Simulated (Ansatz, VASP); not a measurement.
One calculation of SnSe, two programs

```
Sn Se
1.0
     0.00000    3.10030    3.01000
     3.10030    0.00000    3.01000
     3.10030    3.10030    0.00000
Sn Se
1 1
Direct
  0.00000 0.00000 0.00000
  0.50000 0.50000 0.50000
```

Change from the starting cell: equal xx and yy strain of +3 %.

Alike in both runs: task single point; functional LDA; k mesh 9 × 9 × 9; occupations fermi-dirac, width 0.02 eV; no spin polarisation.

|  | VASP | Ansatz |
| --- | --- | --- |
| version | VASP 6.6.1 | Ansatz 0.2.0 |
| potentials or method | VASP PAW LDA potentials, release 64 (Sn_d, Se), cutoff 520 eV | all-electron LAPW, scalar-relativistic |

Ansatz gave:

| Property | Result |
| --- | --- |
| pressure (GPa) | -5.5 |
| traceless stress, the component that is largest in VASP (GPa) | 1.72 |

Problem. Which values does VASP return?

Solution. Pressure (GPa): -5.4; traceless stress, the component that is largest in VASP (GPa): 1.74.

LDA's correlation is that of Perdew and Zunger in VASP and of Perdew and Wang (1992) in Ansatz. Ansatz ran all-electron here, and VASP with PAW potentials.
